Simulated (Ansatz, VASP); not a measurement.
# One calculation of BP, two programs

```
B P
1.0
     0.00000    2.10117    2.10117
     2.10117    0.00000    2.10117
     2.10117    2.10117    0.00000
B P
1 1
Direct
  0.00000 0.00000 0.00000
  0.50000 0.50000 0.50000
```

Change from the starting cell: volume scaled by 0.94, PAW files.

Alike in both runs: task single point; functional PBEsol; k mesh 15 × 15 × 15; occupations fermi-dirac, width 0.1 eV; no spin polarisation.

|  | VASP | Ansatz |
| --- | --- | --- |
| version | VASP 6.6.1 | Ansatz 0.2.0 |
| potentials or method | VASP PAW PBE potentials, release 64 (B, P) | PAW with Ansatz's default frozen-core files, scalar-relativistic |
| plane-wave cutoff (eV) | 520 | 420 |
| valence electrons in the cell | 8 | 8 |

VASP gave:

| Item | Value |
| --- | --- |
| pressure (GPa) | 11.9 |

Task: Which values does Ansatz return?

Result: Pressure (GPa): 11.7.

VASP's potentials were made for PBE, not for PBEsol.
